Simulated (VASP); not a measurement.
# Cd2As3 (P-3m1) in VASP: further runs

Runs on Cd2As3. Level: PBE. Tasks: single point, relaxation of cell and atoms.

All numbers are computed with VASP 6.6.1; they aren't measurements. Logs are shortened: lines on timing, memory, paths and dates and some standing lists are left out, and cuts for length are marked.

### Step 1. The cell of the first run

Symmetry: P-3m1, No. 164, trigonal system. The conventional cell has a = 4.227 Å, b = 4.227 Å, c = 7.436 Å, α = 90.00°, β = 90.00°, γ = 120.00°. Cd (site symmetry 3m) has 7 As at 2.81 to 3.73 Å and 3 Cd at 3.03 Å within 3.8 Å. Within 3.8 Å of As (site symmetry -3m) lie 6 As at 2.83 Å and 6 Cd at 3.73 Å. As (site symmetry 3m) has 4 Cd at 2.81 to 3.18 Å and 6 As at 2.83 to 3.76 Å within 3.8 Å.

### Step 2. Single point, PBE

Contents of INCAR:

```
PREC     = Accurate       # precision mode
ENCUT    = 500            # plane-wave cutoff, eV
EDIFF    = 1E-6           # SCF threshold, eV
ISMEAR   = 0              # smearing method
SIGMA    = 0.1            # smearing width, eV
LREAL    = F              # projectors in reciprocal space
LASPH    = T              # aspherical terms in the spheres
NELM     = 120            # most SCF steps
ALGO     = Normal         # electronic algorithm
ISIF     = 2              # what is computed and relaxed
LWAVE    = F              # write WAVECAR
LCHARG   = F              # write CHGCAR
GGA      = PE             # functional
NBANDS   = 28             # bands
GGA_COMPAT= F
```

Contents of KPOINTS:

```
regular mesh
0
Gamma
  12 12 6
```

Contents of POSCAR:

```
Cd2As3
1.0
    4.2274031570      0.0000000000      0.0000000000
   -2.1137015785      3.6610385260      0.0000000000
    0.0000000000      0.0000000000      7.4363229915
Cd As
2 3
Direct
    0.3333333333      0.6666666667      0.3798164913
    0.6666666667      0.3333333333      0.6201835087
    0.0000000000      0.0000000000      0.0000000000
    0.3333333333      0.6666666667      0.8072966441
    0.6666666667      0.3333333333      0.1927033559
```

Potentials or basis: VASP PAW PBE potentials, release 64 (Cd, As).

Launch:

```sh
$ cat potpaw_PBE.64/Cd/POTCAR potpaw_PBE.64/As/POTCAR > POTCAR
$ mpirun -np 1 vasp_std > vasp.out
```

OUTCAR:

```text
PREC = Accurate
   ENCUT = 500
   EDIFF = 1E-6
   ISMEAR = 0
   LREAL = F
   LASPH = T
   NELM = 120
   ISIF = 2
   GGA = PE

 ion  position               nearest neighbor table
   1  0.333  0.667  0.380-   5 2.81   5 2.81   5 2.81   2 3.03   2 3.03   2 3.03   4 3.18
   2  0.667  0.333  0.620-   4 2.81   4 2.81   4 2.81   1 3.03   1 3.03   1 3.03   5 3.18
   3  0.000  0.000  0.000-   4 2.83   5 2.83   4 2.83   5 2.83   5 2.83   4 2.83
   4  0.333  0.667  0.807-   2 2.81   2 2.81   2 2.81   3 2.83   3 2.83   3 2.83   1 3.18
   5  0.667  0.333  0.193-   1 2.81   1 2.81   1 2.81   3 2.83   3 2.83   3 2.83   2 3.18

  LATTYP: Found a hexagonal cell.
 ALAT       =     4.2274031570
 C/A-ratio  =     1.7590758949

  Lattice vectors:

 A1 = (   4.2274031570,   0.0000000000,   0.0000000000)
 A2 = (  -2.1137015785,   3.6610385260,   0.0000000000)
 A3 = (   0.0000000000,   0.0000000000,   7.4363229915)

Analysis of symmetry for initial positions (statically):
=====================================================================
 Subroutine PRICEL returns:
 Original cell was already a primitive cell.

 Routine SETGRP: Setting up the symmetry group for a
 hexagonal supercell.

 Subroutine GETGRP returns: Found 12 space group operations
 (whereof 12 operations were pure point group operations)
 out of a pool of 24 trial point group operations.

The static configuration has the point symmetry D_3d.

Analysis of symmetry for dynamics (positions and initial velocities):
=====================================================================
 Subroutine PRICEL returns:
 Original cell was already a primitive cell.

 Routine SETGRP: Setting up the symmetry group for a
 hexagonal supercell.

 Subroutine GETGRP returns: Found 12 space group operations
 (whereof 12 operations were pure point group operations)
 out of a pool of 24 trial point group operations.

The dynamic configuration has the point symmetry D_3d.

 Subroutine INISYM returns: Found 12 space group operations
 (whereof 12 operations are pure point group operations),
 and found     1 'primitive' translations

----------------------------------------------------------------------------------------

                                     Primitive cell

  volume of cell :     115.0896

  direct lattice vectors                    reciprocal lattice vectors
     4.227403157  0.000000000  0.000000000     0.236551841  0.136573269  0.000000000
    -2.113701579  3.661038526  0.000000000     0.000000000  0.273146538  0.000000000
     0.000000000  0.000000000  7.436322991     0.000000000  0.000000000  0.134475063

  length of vectors
     4.227403157  4.227403157  7.436322991     0.273146538  0.273146538  0.134475063

  position of ions in fractional coordinates (direct lattice)
     0.333333333  0.666666667  0.379816491
     0.666666667  0.333333333  0.620183509
     0.000000000  0.000000000  0.000000000
     0.333333333  0.666666667  0.807296644
     0.666666667  0.333333333  0.192703356

  ion indices of the primitive-cell ions
   primitive index   ion index
                 1           1
                 2           2
                 3           3
                 4           4
                 5           5

----------------------------------------------------------------------------------------

 KPOINTS: regular mesh

Automatic generation of k-mesh.
 Grid dimensions read from file:
 generate k-points for:   12   12    6

 Generating k-lattice:

  Cartesian coordinates                     Fractional coordinates (reciprocal lattice)
     0.019712653  0.011381106  0.000000000     0.083333333 -0.000000000  0.000000000
     0.000000000  0.022762212  0.000000000     0.000000000  0.083333333  0.000000000
     0.000000000  0.000000000  0.022412510     0.000000000  0.000000000  0.166666667

  Length of vectors
     0.022762212  0.022762212  0.022412510

  Shift w.r.t. Gamma in fractional coordinates (k-lattice)
     0.000000000  0.000000000  0.000000000

 Subroutine IBZKPT returns following result:
 ===========================================

 Found    100 irreducible k-points:

 Following reciprocal coordinates:
            Coordinates               Weight
  0.000000  0.000000  0.000000      1.000000
  0.083333  0.000000  0.000000      6.000000
  0.166667  0.000000  0.000000      6.000000
  0.250000 -0.000000  0.000000      6.000000
  0.333333  0.000000  0.000000      6.000000
  0.416667  0.000000  0.000000      6.000000
[... 16 lines left out ...]
  0.166667  0.000000  0.166667      6.000000
  0.000000  0.166667  0.166667      6.000000
 [... further k-points ...]
   k-points           NKPTS =    100   k-points in BZ     NKDIM =    100   number of bands    NBANDS=     28
   number of dos      NEDOS =    301   number of ions     NIONS =      5
   total plane-waves  NPLWV =  55296
   dimension x,y,z NGX =    32 NGY =   32 NGZ =   54
   dimension x,y,z NGXF=    64 NGYF=   64 NGZF=  108
   ions per type =               2   3
   NGX,Y,Z   is equivalent  to a cutoff of  12.58, 12.58, 12.07 a.u.
   NGXF,Y,Z  is equivalent  to a cutoff of  25.17, 25.17, 24.14 a.u.
 SYSTEM =  unknown system
   PREC   = accura    normal or accurate (medium, high low for compatibility)
   ISTART =      0    job   : 0-new  1-cont  2-samecut
   ICHARG =      2    charge: 1-file 2-atom 10-const
   ISPIN  =      1    spin polarized calculation?
   LNONCOLLINEAR =      F non collinear calculations
   LSORBIT =      F    spin-orbit coupling
   LASPH  =      T    aspherical Exc in radial PAW
   ENCUT  =  500.0 eV  36.75 Ry    6.06 a.u.   7.71  7.71 13.56*2*pi/ulx,y,z
   NELM   =    120;   NELMIN=  2; NELMDL= -5     # of ELM steps
   EDIFF  = 0.1E-05   stopping-criterion for ELM
   LREAL  =      F    real-space projection
   EDIFFG = 0.1E-04   stopping-criterion for IOM
   NSW    =      0    number of steps for IOM
   IBRION =     -1    ionic relax: 0-MD 1-quasi-New 2-CG
   NFREE  =      0    steps in history (QN), initial steepest desc. (CG)
   ISIF   =      2    stress and relaxation
   ISYM   =      2    0-nonsym 1-usesym 2-fastsym
   POTIM  = 0.5000    time-step for ionic-motion
   TEBEG  =    0.0;   TEEND  =   0.0 temperature during run
   PSTRESS=    0.0 pullay stress
   NELECT =      39.0000    total number of electrons
   NUPDOWN=      -1.0000    fix difference up-down
   EMIN   =  10.00;   EMAX   =-10.00  energy-range for DOS
   EFERMI =   0.00;   METHOD = LEGACY
   ISMEAR =     0;   SIGMA  =   0.10  broadening in eV -4-tet -1-fermi 0-gaus
   EFERMI_NEDOS =   21; number of points for ismear=-14 and -15
   IALGO  =     38    algorithm
   IMIX   =      4    mixing-type and parameters
     AMIX     =   0.40;   BMIX     =  1.00
     AMIX_MAG =   1.60;   BMIX_MAG =  1.00
  volume/ion in A,a.u.               =      23.02       155.33
  Fermi-wavevector in a.u.,A,eV,Ry     =   1.141347  2.156833 17.723936  1.302673
  Thomas-Fermi vector in A             =   2.278047
   LORBIT       =      0    0 simple, 1 ext, 2 COOP (PROOUT), +10 PAW based schemes
   GGA     = PE    functional components
   LHFCALC =     F    Hartree Fock is set to
   AEXX    =    0.0000 exact exchange contribution
   IVDW    =     0    specifies the selected vdW correction
   LEPSILON=     F    determine dielectric tensor
   LRPA    =     F    only Hartree local field effects (RPA)
 non-spin polarized calculation
 Gauss-broadening in eV      SIGMA  =   0.10
  energy-cutoff  :      500.00
  volume of cell :      115.09
 maximum number of plane-waves:      2952
 NGX is ok and might be reduce to    32

 number of electron      39.0000000 magnetization

 Free energy of the ion-electron system (eV)
  ---------------------------------------------------
  ext. energy  EPLUGINS =         0.00000000
  ---------------------------------------------------
  free energy    TOTEN  =       -14.87133486 eV

  energy without entropy =      -14.85995515  energy(sigma->0) =      -14.86564500

 E-fermi :   3.7065     XC(G=0): -10.0664

 val. band max:        3.6986642767   @ k =   0.3333   0.2500   0.5000
 cond. band min:       3.7070018640   @ k =   0.2500   0.0833   0.0000
 fundamental gap:      0.0083375873
 Fermi energy:         3.7064738653

 k-point     1 :       0.0000    0.0000    0.0000
  band No.  band energies     occupation
      1      -9.7287      2.00000
      2      -7.4235      2.00000
      3      -5.4758      2.00000
      4      -5.4758      2.00000
      5      -5.4005      2.00000
      6      -5.4005      2.00000
[... 20 lines left out ...]
     27       8.2316      0.00000
     28      10.1669      0.00000

 k-point     2 :       0.0833    0.0000    0.0000
  band No.  band energies     occupation
      1      -9.6670      2.00000
      2      -7.4021      2.00000
      3      -5.4787      2.00000
      4      -5.4723      2.00000
      5      -5.4602      2.00000
      6      -5.3869      2.00000
[... 20 lines left out ...]
     27       8.8690      0.00000
     28       9.4092      0.00000

 k-point     3 :       0.1667    0.0000    0.0000
  band No.  band energies     occupation
      1      -9.4841      2.00000
      2      -7.3468      2.00000
      3      -5.6133      2.00000
      4      -5.4621      2.00000
      5      -5.4554      2.00000
      6      -5.3498      2.00000
[... 20 lines left out ...]
     27       8.8845      0.00000
     28       9.4230      0.00000

 k-point     4 :       0.2500   -0.0000    0.0000
  band No.  band energies     occupation
      1      -9.1875      2.00000
      2      -7.2854      2.00000
      3      -5.8277      2.00000
      4      -5.4493      2.00000
      5      -5.4272      2.00000
      6      -5.2957      2.00000
[... 20 lines left out ...]
     27       9.2154      0.00000
     28       9.6853      0.00000

 k-point     5 :       0.3333    0.0000    0.0000
  band No.  band energies     occupation
      1      -8.7935      2.00000
      2      -7.2723      2.00000
      3      -6.1206      2.00000
      4      -5.4392      2.00000
      5      -5.3814      2.00000
      6      -5.2305      2.00000
[... 20 lines left out ...]
     27       9.4332      0.00000
     28       9.9497      0.00000

 k-point     6 :       0.4167    0.0000    0.0000
  band No.  band energies     occupation
      1      -8.3394      2.00000
      2      -7.4019      2.00000
      3      -6.3940      2.00000
      4      -5.4341      2.00000
      5      -5.3138      2.00000
      6      -5.1608      2.00000
[... 463 lines left out ...]
      5      -5.4688      2.00000
      6      -5.3876      2.00000
[... 20 lines left out ...]
     27       9.0029      0.00000
     28       9.4631      0.00000

 k-point    22 :       0.0000    0.0833    0.1667
  band No.  band energies     occupation
      1      -9.6519      2.00000
      2      -7.4576      2.00000
      3      -5.5601      2.00000
      4      -5.4720      2.00000
      5      -5.4630      2.00000
      6      -5.3875      2.00000
[... 20 lines left out ...]
     27       8.9382      0.00000
     28       9.2903      0.00000

 k-point    23 :       0.1667    0.0000    0.1667
  band No.  band energies     occupation
      1      -9.4700      2.00000
      2      -7.3911      2.00000
      3      -5.6256      2.00000
      4      -5.4635      2.00000
      5      -5.4621      2.00000
      6      -5.3507      2.00000
[... 20 lines left out ...]
     27       8.5987      0.00000
     28       9.6440      0.00000

 k-point    24 :       0.0000    0.1667    0.1667
  band No.  band energies     occupation
      1      -9.4696      2.00000
      2      -7.3948      2.00000
      3      -5.6865      2.00000
      4      -5.4611      2.00000
      5      -5.4408      2.00000
      6      -5.3509      2.00000
[... 20 lines left out ...]
     27       8.9578      0.00000
     28       9.8999      0.00000

 [... further k-points ...]

------------------------ aborting loop because EDIFF is reached ----------------------------------------

  FORCE on cell =-STRESS in cart. coord.  units (eV):
  Direction    XX          YY          ZZ          XY          YZ          ZX
  --------------------------------------------------------------------------------------
  -------------------------------------------------------------------------------------
  Total        0.1667678      0.1667678      0.1829129     -0.0000000      0.0000000      0.0000000
  in kB        2.3215949      2.3215949      2.5463538     -0.0000000      0.0000000      0.0000000
  external PRESSURE =       2.3965146 kB  Pullay stress =       0.0000000 kB

 VOLUME and BASIS-vectors are now :
 -----------------------------------------------------------------------------
  energy-cutoff  :      500.00
  volume of cell :      115.09
      direct lattice vectors                 reciprocal lattice vectors
     4.227403157  0.000000000  0.000000000     0.236551841  0.136573269  0.000000000
    -2.113701579  3.661038526  0.000000000     0.000000000  0.273146538  0.000000000
     0.000000000  0.000000000  7.436322991     0.000000000  0.000000000  0.134475063

 POSITION                                       TOTAL-FORCE (eV/Angst)
 -----------------------------------------------------------------------------------
     -0.00000      2.44069      2.82444         0.000000     -0.000000      0.002230
      2.11370      1.22035      4.61188         0.000000      0.000000     -0.002230
      0.00000      0.00000      0.00000         0.000000      0.000000      0.000000
     -0.00000      2.44069      6.00332         0.000000      0.000000      0.019697
      2.11370      1.22035      1.43300        -0.000000     -0.000000     -0.019697
 -----------------------------------------------------------------------------------
    total drift:                               -0.000000      0.000000     -0.000000

  FREE ENERGIE OF THE ION-ELECTRON SYSTEM (eV)
  ---------------------------------------------------
  free  energy   TOTEN  =       -14.8713348629 eV

  energy  without entropy=      -14.8599551463  energy(sigma->0) =      -14.86564500
```

Wall time 5.7 min (1 thread of Oxide Virtual Turin-like, shared host); peak memory 0.36 GiB.

What came out:

- Free energy: -14.8713 eV
- Pressure: 0.2 GPa
- Largest force: 0.020 eV/Å
- Band gap on the k mesh: zero (an odd number of electrons rules out a gap without spin polarisation)

Forces on the atoms (eV/Å):
```
Cd   0.000  0.000  0.002
Cd   0.000  0.000 -0.002
As   0.000  0.000  0.000
As   0.000  0.000  0.020
As   0.000  0.000 -0.020
```

Caveat: an odd number of electrons without spin polarisation forces a metal; a magnetic or distorted state may lie lower.

### Step 3. Relaxation of cell and atoms, PBE

This run uses another cell than the first one, of the same volume but with other edges.

Contents of INCAR:

```
SYSTEM = Cd2As3
ALGO     = Normal         ! electronic algorithm
EDIFF    = 1E-7           ! SCF threshold, eV
EDIFFG   = -0.01          ! ionic threshold
ENCUT    = 500            ! plane-wave cutoff, eV
GGA      = PE             ! functional
GGA_COMPAT= .FALSE.      
IBRION   = 2              ! ionic algorithm
ISIF     = 3              ! what is computed and relaxed
ISMEAR   = 0              ! smearing method
LASPH    = .TRUE.         ! aspherical terms in the spheres
LCHARG   = .FALSE.        ! write CHGCAR
LREAL    = .FALSE.        ! projectors in reciprocal space
LWAVE    = .FALSE.        ! write WAVECAR
NELM     = 120            ! most SCF steps
NELMIN   = 4            
NSW      = 100            ! ionic steps
PREC     = Accurate       ! precision mode
SIGMA    = 0.1            ! smearing width, eV
```

Contents of KPOINTS:

```
k-points
0
G
  12 12 6
  0 0 0
```

Contents of POSCAR:

```
Cd2As3
1.0
    4.3649927938      0.0000000000      0.0000000000
   -2.1824963969      3.7801946468      0.0000000000
    0.0000000000      0.0000000000      6.9639518242
Cd As
2 3
Direct
    0.3333333333      0.6666666667      0.3729571649
    0.6666666667      0.3333333333      0.6270428351
    0.0000000000      0.0000000000      0.0000000000
    0.3333333333      0.6666666667      0.8071751498
    0.6666666667      0.3333333333      0.1928248502
```

Potentials or basis: VASP PAW PBE potentials, release 64 (Cd, As).

Launch:

```sh
$ cat potpaw_PBE.64/Cd/POTCAR potpaw_PBE.64/As/POTCAR > POTCAR
$ mpirun -np 1 vasp_std > vasp.out
```

Wall time 61 min (1 thread of Oxide Virtual Turin-like, shared host); peak memory 0.36 GiB.

Results (log left out):

| Quantity | Value |
| --- | --- |
| Free energy | -14.8706 eV |
| Relaxed volume | 23.10 Å³/atom |
| Relaxed cell | a = 4.236 Å, b = 4.236 Å, c = 7.433 Å, α = 90.00°, β = 90.00°, γ = 120.00° |
| Space group after relaxing (to 0.1 Å) | P-3m1 (No. 164) |
| Energy gained by relaxing | 7.2 meV/atom |
| Ionic steps | 18 |
| Pressure after relaxing | 0.0 GPa |
| Largest force after relaxing | 0.009 eV/Å |
| Band gap on the k mesh | zero (an odd number of electrons rules out a gap without spin polarisation) |

Forces in eV/Å, atoms in the order of the input:
```
Cd   0.000  0.000 -0.009
Cd   0.000  0.000  0.009
As   0.000  0.000  0.000
As   0.000  0.000 -0.004
As   0.000  0.000  0.004
```

The path:
| step | energy change (eV) | largest force (eV/Å) | pressure (GPa) | volume (Å³) |
| --- | --- | --- | --- | --- |
| 1 | 0.0000 | 0.0672 | 0.32 | 114.91 |
| 2 | -0.0077 | 0.0636 | -0.07 | 115.67 |
| 3 | -0.0149 | 0.0471 | -1.11 | 117.91 |
| 4 | -0.0184 | 0.0494 | -1.03 | 117.73 |
| 5 | -0.0269 | 0.0559 | -0.76 | 117.19 |
| 6 | -0.0335 | 0.0767 | -0.20 | 116.04 |
| 7 | -0.0335 | 0.0694 | -0.27 | 116.18 |
| 8 | -0.0344 | 0.0585 | -0.11 | 115.87 |
| 9 | -0.0349 | 0.0537 | 0.09 | 115.47 |
| 10 | -0.0350 | 0.0531 | 0.12 | 115.38 |
| 11 | -0.0354 | 0.0423 | 0.06 | 115.47 |
| 12 | -0.0357 | 0.0107 | -0.12 | 115.75 |
| 13 | -0.0357 | 0.0185 | -0.07 | 115.68 |
| 14 | -0.0358 | 0.0133 | -0.01 | 115.53 |
| 15 | -0.0359 | 0.0096 | 0.04 | 115.43 |
| 16 | -0.0360 | 0.0050 | 0.01 | 115.48 |
| 17 | -0.0360 | 0.0072 | -0.06 | 115.60 |
| 18 | -0.0361 | 0.0090 | -0.01 | 115.49 |

Final structure:
```
Cd As
1.0
     4.23567    0.00000    0.00000
    -2.11783    3.66820    0.00000
     0.00000    0.00000    7.43341
Cd As
2 3
Direct
  0.33333 0.66667 0.37995
  0.66667 0.33333 0.62005
  0.00000 0.00000 0.00000
  0.33333 0.66667 0.80787
  0.66667 0.33333 0.19213
```

Levels at points of the mesh, in eV from the Fermi level:
```csv
k point,band 15,band 16,band 17,band 18,band 19,band 20,band 21,band 22,band 23
"(0.00, 0.00, 0.00)",-2.15,-2.15,-1.35,-1.03,-1.03,-0.58,0.86,1.55,1.55
"(0.50, 0.00, 0.00)",-4.37,-3.95,-3.77,-2.03,-0.96,-0.85,1.30,2.39,2.62
"(0.00, 0.00, 0.50)",-2.17,-2.17,-1.71,-0.84,-0.84,-0.61,1.02,1.02,2.07
"(0.50, 0.00, 0.50)",-4.05,-3.57,-2.86,-1.91,-1.54,-0.85,0.62,1.27,2.62
```

Caveat: an odd number of electrons without spin polarisation forces a metal; a magnetic or distorted state may lie lower.
